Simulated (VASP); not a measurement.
# Y (I4/mmm) in VASP: single point with r2SCAN

Aim: the single point of Y with r2SCAN.

Program: VASP 6.6.1. These are calculated values, not measurements. Logs are shortened: lines on timing, memory, paths and dates and some standing lists are left out, and cuts for length are marked.

## Step 1: The cell of the first run

It takes space group I4/mmm (No. 139, tetragonal). Conventional cell: a = 3.655 Å, b = 3.655 Å, c = 5.368 Å, α = 90.00°, β = 90.00°, γ = 90.00°. Y (site symmetry 4/mmm) has 12 Y at 3.65 to 3.73 Å within 4.8 Å.

## Step 2: Single point, r2SCAN (strain +0.040 along x and y, +0.080 along z)

Contents of POSCAR:

```
Y
1.0
    0.0000000000      2.5844000000      2.6838000000
    2.5844000000      0.0000000000      2.6838000000
    2.5844000000      2.5844000000      0.0000000000
Y
1
Direct
    0.0000000000      0.0000000000      0.0000000000
```

Contents of INCAR.step1:

```
ALGO = Normal
EDIFF = 1E-4
ENCUT = 520
GGA = PE
ISMEAR = 0
LASPH = True
LCHARG = False
LREAL = False
LWAVE = True
NBANDS = 12
NELM = 100
PREC = Accurate
SIGMA = 0.15
```

Contents of INCAR.step2:

```
ALGO = Normal
EDIFF = 1E-6
ENCUT = 520
ISIF = 2
ISMEAR = 0
ISTART = 1
LASPH = True
LCHARG = False
LMIXTAU = True
LREAL = False
LWAVE = False
METAGGA = R2SCAN
NBANDS = 12
NELM = 100
PREC = Accurate
SIGMA = 0.15
```

Contents of KPOINTS:

```
k-points
0
Gamma
  16 16 16
```

Potentials or basis: VASP PAW PBE potentials, release 64 (Y_sv).

Command:

```bash
$ cat potpaw_PBE.64/Y_sv/POTCAR > POTCAR
$ cp INCAR.step1 INCAR
$ mpirun -np 1 vasp_std > vasp.out
$ cp INCAR.step2 INCAR
$ mpirun -np 1 vasp_std > vasp.out
```

OUTCAR:

```text
EDIFF = 1E-6
   ENCUT = 520
   ISIF = 2
   ISMEAR = 0
   ISTART = 1
   LASPH = True
   LREAL = False
   METAGGA = R2SCAN
   NELM = 100
   PREC = Accurate

 ion  position               nearest neighbor table
   1  0.000  0.000  0.000-

  LATTYP: Found a body centered tetragonal cell.
 ALAT       =     3.6548935306
 C/A-ratio  =     1.4686063917

  Lattice vectors:

 A1 = (  -2.5844000000,   0.0000000000,   2.6838000000)
 A2 = (   2.5844000000,   0.0000000000,   2.6838000000)
 A3 = (   0.0000000000,   2.5844000000,  -2.6838000000)

Analysis of symmetry for initial positions (statically):
=====================================================================
 Subroutine PRICEL returns:
 Original cell was already a primitive cell.

 Routine SETGRP: Setting up the symmetry group for a
 body centered tetragonal supercell.

 Subroutine GETGRP returns: Found 16 space group operations
 (whereof 16 operations were pure point group operations)
 out of a pool of 16 trial point group operations.

The static configuration has the point symmetry D_4h.

Analysis of symmetry for dynamics (positions and initial velocities):
=====================================================================
 Subroutine PRICEL returns:
 Original cell was already a primitive cell.

 Routine SETGRP: Setting up the symmetry group for a
 body centered tetragonal supercell.

 Subroutine GETGRP returns: Found 16 space group operations
 (whereof 16 operations were pure point group operations)
 out of a pool of 16 trial point group operations.

The dynamic configuration has the point symmetry D_4h.

 Subroutine INISYM returns: Found 16 space group operations
 (whereof 16 operations are pure point group operations),
 and found     1 'primitive' translations

----------------------------------------------------------------------------------------

                                     Primitive cell

  volume of cell :      35.8509

  direct lattice vectors                    reciprocal lattice vectors
     0.000000000  2.584400000  2.683800000    -0.193468503  0.193468503  0.186303003
     2.584400000  0.000000000  2.683800000     0.193468503 -0.193468503  0.186303003
     2.584400000  2.584400000  0.000000000     0.193468503  0.193468503 -0.186303003

  length of vectors
     3.725842965  3.725842965  3.654893531     0.331011983  0.331011983  0.331011983

  position of ions in fractional coordinates (direct lattice)
     0.000000000  0.000000000  0.000000000

  ion indices of the primitive-cell ions
   primitive index   ion index
                 1           1

----------------------------------------------------------------------------------------

 KPOINTS: k-points

Automatic generation of k-mesh.
 Grid dimensions read from file:
 generate k-points for:   16   16   16

 Generating k-lattice:

  Cartesian coordinates                     Fractional coordinates (reciprocal lattice)
    -0.012091781  0.012091781  0.011643938     0.062500000  0.000000000  0.000000000
     0.012091781 -0.012091781  0.011643938     0.000000000  0.062500000  0.000000000
     0.012091781  0.012091781 -0.011643938     0.000000000  0.000000000  0.062500000

  Length of vectors
     0.020688249  0.020688249  0.020688249

  Shift w.r.t. Gamma in fractional coordinates (k-lattice)
     0.000000000  0.000000000  0.000000000

 Subroutine IBZKPT returns following result:
 ===========================================

 Found    349 irreducible k-points:

 Following reciprocal coordinates:
            Coordinates               Weight
  0.000000  0.000000  0.000000      1.000000
  0.062500  0.000000  0.000000      8.000000
  0.125000  0.000000  0.000000      8.000000
  0.187500  0.000000  0.000000      8.000000
  0.250000  0.000000  0.000000      8.000000
  0.312500  0.000000  0.000000      8.000000
[... 16 lines left out ...]
 -0.125000  0.062500  0.000000      8.000000
 -0.062500  0.062500  0.000000      4.000000
 [... further k-points ...]
   k-points           NKPTS =    349   k-points in BZ     NKDIM =    349   number of bands    NBANDS=     12
   number of dos      NEDOS =    301   number of ions     NIONS =      1
   total plane-waves  NPLWV =  21952
   dimension x,y,z NGX =    28 NGY =   28 NGZ =   28
   dimension x,y,z NGXF=    56 NGYF=   56 NGZF=   56
   ions per type =               1
   NGX,Y,Z   is equivalent  to a cutoff of  12.49, 12.49, 12.74 a.u.
   NGXF,Y,Z  is equivalent  to a cutoff of  24.99, 24.99, 25.47 a.u.
 SYSTEM =  unknown system
   PREC   = accura    normal or accurate (medium, high low for compatibility)
   ISTART =      1    job   : 0-new  1-cont  2-samecut
   ICHARG =      0    charge: 1-file 2-atom 10-const
   ISPIN  =      1    spin polarized calculation?
   LNONCOLLINEAR =      F non collinear calculations
   LSORBIT =      F    spin-orbit coupling
   LASPH  =      T    aspherical Exc in radial PAW
   ENCUT  =  520.0 eV  38.22 Ry    6.18 a.u.   6.93  6.93  6.80*2*pi/ulx,y,z
   NELM   =    100;   NELMIN=  2; NELMDL=  0     # of ELM steps
   EDIFF  = 0.1E-05   stopping-criterion for ELM
   LREAL  =      F    real-space projection
   EDIFFG = 0.1E-04   stopping-criterion for IOM
   NSW    =      0    number of steps for IOM
   IBRION =     -1    ionic relax: 0-MD 1-quasi-New 2-CG
   NFREE  =      0    steps in history (QN), initial steepest desc. (CG)
   ISIF   =      2    stress and relaxation
   ISYM   =      2    0-nonsym 1-usesym 2-fastsym
   POTIM  = 0.5000    time-step for ionic-motion
   TEBEG  =    0.0;   TEEND  =   0.0 temperature during run
   PSTRESS=    0.0 pullay stress
   NELECT =      11.0000    total number of electrons
   NUPDOWN=      -1.0000    fix difference up-down
   EMIN   =  10.00;   EMAX   =-10.00  energy-range for DOS
   EFERMI =   0.00;   METHOD = LEGACY
   ISMEAR =     0;   SIGMA  =   0.15  broadening in eV -4-tet -1-fermi 0-gaus
   EFERMI_NEDOS =   21; number of points for ismear=-14 and -15
   IALGO  =     38    algorithm
   IMIX   =      4    mixing-type and parameters
     AMIX     =   0.40;   BMIX     =  1.00
     AMIX_MAG =   1.60;   BMIX_MAG =  1.00
  volume/ion in A,a.u.               =      35.85       241.93
  Fermi-wavevector in a.u.,A,eV,Ry     =   1.104178  2.086594 16.588354  1.219210
  Thomas-Fermi vector in A             =   2.240647
   LORBIT       =      0    0 simple, 1 ext, 2 COOP (PROOUT), +10 PAW based schemes
   METAGGA = R2SCAN    functional components
   LHFCALC =     F    Hartree Fock is set to
   AEXX    =    0.0000 exact exchange contribution
   IVDW    =     0    specifies the selected vdW correction
   LEPSILON=     F    determine dielectric tensor
   LRPA    =     F    only Hartree local field effects (RPA)
 non-spin polarized calculation
 Gauss-broadening in eV      SIGMA  =   0.15
  energy-cutoff  :      520.00
  volume of cell :       35.85
 maximum number of plane-waves:       983
   NGX = 13   NGY = 13   NGZ = 13

 number of electron      10.9999999 magnetization

 Free energy of the ion-electron system (eV)
  ---------------------------------------------------
  ext. energy  EPLUGINS =         0.00000000
  ---------------------------------------------------
  free energy    TOTEN  =       -20.20928001 eV

  energy without entropy =      -20.18720078  energy(sigma->0) =      -20.19824039

 E-fermi :   2.6696     XC(G=0):  -9.7211

 val. band max:        2.6689553960   @ k =  -0.2500   0.2500   0.1250
 cond. band min:       2.6750210111   @ k =  -0.2500   0.1250   0.3750
 fundamental gap:      0.0060656151
 Fermi energy:         2.6695851651

 k-point     1 :       0.0000    0.0000    0.0000
  band No.  band energies     occupation
      1     -41.7779      2.00000
      2     -20.8675      2.00000
      3     -20.8675      2.00000
      4     -20.8596      2.00000
      5      -2.1760      2.00000
      6       4.4336      0.00000
      7       4.7050      0.00000
      8       4.7050      0.00000
      9       6.3056      0.00000
     10       6.6989      0.00000
     11      11.7553      0.00000
     12      14.5403      0.00000

 k-point     2 :       0.0625    0.0000    0.0000
  band No.  band energies     occupation
      1     -41.7761      2.00000
      2     -20.8830      2.00000
      3     -20.8692      2.00000
      4     -20.8638      2.00000
      5      -2.0844      2.00000
      6       4.4112      0.00000
      7       4.6555      0.00000
      8       4.7493      0.00000
      9       6.2647      0.00000
     10       6.6427      0.00000
     11      11.9707      0.00000
     12      14.3830      0.00000

 k-point     3 :       0.1250    0.0000    0.0000
  band No.  band energies     occupation
      1     -41.7711      2.00000
      2     -20.9308      2.00000
      3     -20.8742      2.00000
      4     -20.8716      2.00000
      5      -1.8167      2.00000
      6       4.1915      0.00000
      7       4.6812      0.00000
      8       4.8630      0.00000
      9       6.1873      0.00000
     10       6.5148      0.00000
     11      12.5158      0.00000
     12      13.6149      0.00000
[... 286 lines left out ...]
 k-point    23 :      -0.1250    0.0625    0.0000
  band No.  band energies     occupation
      1     -41.7671      2.00000
      2     -20.9667      2.00000
      3     -20.8838      2.00000
      4     -20.8731      2.00000
      5      -1.6035      2.00000
      6       4.0341      0.00000
      7       4.6584      0.00000
      8       4.9611      0.00000
      9       6.2301      0.00000
     10       6.3846      0.00000
     11      12.8749      0.00000
     12      13.3549      0.00000

 k-point    24 :      -0.0625    0.0625    0.0000
  band No.  band energies     occupation
      1     -41.7731      2.00000
      2     -20.9119      2.00000
      3     -20.8708      2.00000
      4     -20.8694      2.00000
      5      -1.9282      2.00000
      6       4.3823      0.00000
      7       4.5547      0.00000
      8       4.8197      0.00000
      9       6.3313      0.00000
     10       6.4504      0.00000
     11      12.3189      0.00000
     12      14.1065      0.00000

 [... further k-points ...]
[... 5 lines left out ...]
  --------------------------------------------------------------------------------------
  -------------------------------------------------------------------------------------
  Total       -0.4857168     -0.4857168     -0.6437278      0.0000000      0.0000000     -0.0000000
  in kB      -21.7067152    -21.7067152    -28.7682366      0.0000000      0.0000000     -0.0000000
  external PRESSURE =     -24.0605557 kB  Pullay stress =       0.0000000 kB

 VOLUME and BASIS-vectors are now :
 -----------------------------------------------------------------------------
  energy-cutoff  :      520.00
  volume of cell :       35.85
      direct lattice vectors                 reciprocal lattice vectors
     0.000000000  2.584400000  2.683800000    -0.193468503  0.193468503  0.186303003
     2.584400000  0.000000000  2.683800000     0.193468503 -0.193468503  0.186303003
     2.584400000  2.584400000  0.000000000     0.193468503  0.193468503 -0.186303003

 POSITION                                       TOTAL-FORCE (eV/Angst)
 -----------------------------------------------------------------------------------
      0.00000      0.00000      0.00000        -0.000000     -0.000000      0.000000
 -----------------------------------------------------------------------------------
    total drift:                               -0.000000     -0.000000     -0.000000

  FREE ENERGIE OF THE ION-ELECTRON SYSTEM (eV)
  ---------------------------------------------------
  free  energy   TOTEN  =       -20.2092800091 eV

  energy  without entropy=      -20.1872007778  energy(sigma->0) =      -20.19824039
```

Run time: 3.9 min. Hardware: 1 thread of Intel Xeon 6975P-C (Granite Rapids), shared host; peak memory 0.31 GiB.

What came out:

```yaml
Free_energy: -20.2093 eV
Pressure: -2.4 GPa
Band_gap_on_the_k_mesh: zero (an odd number of electrons rules out a gap without spin polarisation)
```

Caveat: the cell differs from its parent crystal (strain +0.040 along x and y, +0.080 along z); the PAW data sets were made with another functional, which shifts forces and pressure a little.
